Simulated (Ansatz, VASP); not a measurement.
# One calculation of SiC, two programs

File POSCAR:

```
SiC
1.0
    0.0000000000      2.2170394847      2.2170394847
    2.2170394847      0.0000000000      2.2170394847
    2.2170394847      2.2170394847      0.0000000000
Si C
1 1
Direct
    0.0000000000      0.0000000000      0.0000000000
    0.2500000000      0.2500000000      0.2500000000
```

The input INCAR.step1:

```
  PREC = Accurate
  ENCUT = 520
  EDIFF = 1E-5
  ISMEAR = 0
  SIGMA = 0.01
  LREAL = False
  LASPH = True
  NELM = 80
  ALGO = Normal
  ISIF = 2
  LWAVE = True
  NBANDS = 11
  GGA = PE
```

Contents of INCAR.step2:

```
  PREC = Accurate
  ENCUT = 520
  EDIFF = 1E-6
  ISMEAR = 0
  SIGMA = 0.01
  LREAL = False
  LASPH = True
  NELM = 80
  ALGO = Normal
  ISIF = 2
  LWAVE = False
  LCHARG = True
  GGA = PE
  LHFCALC = True
  HFSCREEN = 0.2079
  PRECFOCK = Normal
  LELF = True
  LVHAR = True
  NBANDS = 11
  ISTART = 1
```

Contents of KPOINTS:

```
Automatic mesh
0
Gamma
  8 8 8
```

Input for Ansatz:

```yaml
crystal:
  lattice:
    - [0.0, 2.2170394847, 2.2170394847]
    - [2.2170394847, 0.0, 2.2170394847]
    - [2.2170394847, 2.2170394847, 0.0]
  atoms:
    - { symbol: Si, position: [0.0, 0.0, 0.0] }
    - { symbol: C, position: [0.25, 0.25, 0.25] }
kpoints:
  mp_grid: { grid: [8, 8, 8] }
  band_path:
    path:
      - [0.0, 0.0, 0.0]
      - [-0.5, -0.5, 0.0]
      - [-0.375, -0.375, 0.25]
      - [-0.375, 0.0, 0.375]
      - [0.0, 0.0, 0.5]
      - [-0.5, -0.25, 0.25]
    npoints: 1
hamiltonian:
  xc: hse06
scf:
  occupations: { method: fixed }
  n_extra_bands: 4
output:
  forces: true
  stress: true
  eigenvalues: true
```

Change from the starting cell: hydrostatic strain +1.8%.

Alike in both runs: task single point; functional HSE06; k mesh 8 × 8 × 8; no spin polarisation.

|  | VASP | Ansatz |
| --- | --- | --- |
| version | VASP 6.6.1 | Ansatz 0.2.0 |
| potentials or method | VASP PAW PBE potentials, release 64 (Si, C) | plane waves, PAW |
| plane-wave cutoff (eV) | 520 | 420 |
| occupations | gaussian, width 0.01 eV | fixed |
| valence electrons in the cell | 8 | 8 |

Ansatz gave:

```
gap on the k mesh at the Fermi level (eV) : 2.26
pressure (GPa)                            : -12.1
```

Q: Which values does VASP return?

A: gap on the k mesh at the Fermi level (eV): 2.26; pressure (GPa): -12.4.

Ansatz's warnings: stress exchange threshold loose, stress scf threshold loose.
